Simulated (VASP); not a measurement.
A run of VASP 6.6.1 is set up as follows.

File INCAR:

```
ALGO = Normal
EDIFF = 1E-6
EDIFFG = -0.005
ENCUT = 600
GGA = PE
IBRION = 2
ISIF = 3
ISMEAR = -1
LASPH = True
LCHARG = False
LREAL = False
LWAVE = False
NELM = 100
NSW = 100
PREC = Accurate
SIGMA = 0.08
```

The input KPOINTS:

```
k-points
0
Gamma
  12 12 7
```

Contents of POSCAR:

```
ReP2
1.0
    3.4195306558      0.0000000000      0.0000000000
   -1.7097653279      2.9614004169      0.0000000000
    0.0000000000      0.0000000000      5.4712490492
Re P
1 2
Direct
    0.0000000000      0.0000000000      0.0000000000
    0.3333333333      0.6666666667      0.2500000000
    0.6666666667      0.3333333333      0.7500000000
```

Potentials or basis: VASP PAW PBE potentials, release 64 (Re, P).

The run is started by

```bash
$ cat potpaw_PBE.64/Re/POTCAR potpaw_PBE.64/P/POTCAR > POTCAR
$ mpirun -np 1 vasp_std > vasp.out
```

Task: Predict the relaxed cell.

Result: a = 3.090 Å, b = 3.090 Å, c = 5.147 Å, α = 90.00°, β = 90.00°, γ = 120.00°.

Task: Predict the space group after relaxing (to 0.05 Å).

Result: P-3m1 (No. 164).

Final structure:
```cif
data_structure
_symmetry_space_group_name_H-M 'P 1'
_symmetry_Int_Tables_number 1
_cell_length_a 3.0896
_cell_length_b 3.0896
_cell_length_c 5.1471
_cell_angle_alpha 90.000
_cell_angle_beta 90.000
_cell_angle_gamma 120.000
_cell_volume 42.55
loop_
_atom_site_label
_atom_site_type_symbol
_atom_site_fract_x
_atom_site_fract_y
_atom_site_fract_z
_atom_site_occupancy
Re1 Re 0.00000 0.00000 0.00000 1
P1 P 0.33333 0.66667 0.32610 1
P2 P 0.66667 0.33333 0.67390 1
```
